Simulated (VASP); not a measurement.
**Ti: single point with PBEsol**

Crystal: Ti.

```xyz
1
Lattice="-1.3914 1.3914 2.0217 1.3914 -1.3914 2.0217 1.3914 1.3914 -2.0217" Properties=species:S:1:pos:R:3 pbc="T T T"
Ti    0.0000    0.0000    0.0000
```

This cell differs from its parent crystal: volume 15.655 Å^3 an atom, c/a of the conventional cell 1.4530.

- Program: VASP 6.6.1
- Task: single point
- Functional: PBEsol
- Potentials or basis: VASP PAW PBE potentials, release 64 (Ti_sv)
- Cutoff: 520 eV
- k mesh: 22 × 22 × 22
- Occupations: gaussian, width 0.15 eV
- Spin: no spin polarisation
- Dipole correction: no
- Further INCAR settings: ALGO = Fast; EDIFF = 1e-06; NBANDS = 12

| Quantity | Value |
| --- | --- |
| Pressure | 7.7 GPa |
| Band gap on the k mesh | zero (band 6 reaches 10.10 eV, above the bottom of band 7 at 8.66 eV) |

Stress tensor (GPa, compression positive):
```
8.04 0.00 0.00
0.00 8.04 0.00
0.00 0.00 7.09
```

Levels at points of the mesh, in eV from the Fermi level:
| k point | band 2 | band 3 | band 4 | band 5 | band 6 | band 7 | band 8 | band 9 | band 10 | band 11 |
| --- | --- | --- | --- | --- | --- | --- | --- | --- | --- | --- |
| (0.00, 0.00, 0.00) | -32.13 | -32.12 | -32.12 | -6.33 | 0.77 | 1.02 | 1.02 | 2.66 | 2.95 | 15.86 |
| (0.50, 0.00, 0.00) | -33.07 | -32.26 | -32.22 | -2.84 | 0.65 | 0.92 | 0.94 | 4.01 | 4.12 | 9.33 |
| (0.50, 0.50, 0.00) | -33.00 | -32.49 | -32.44 | -2.97 | -2.04 | 3.54 | 4.03 | 4.30 | 4.49 | 12.48 |
| (0.50, 0.50, 0.50) | -33.00 | -32.42 | -32.42 | -2.97 | -1.97 | 3.01 | 4.06 | 4.39 | 4.39 | 12.23 |

Run time: 88 s on 1 thread of Intel(R) Xeon(R) 6975P-C (Granite Rapids), on a shared host, peak memory 0.27 GiB.

Caveat: the PAW data sets were made with another functional, which shifts forces and pressure a little.
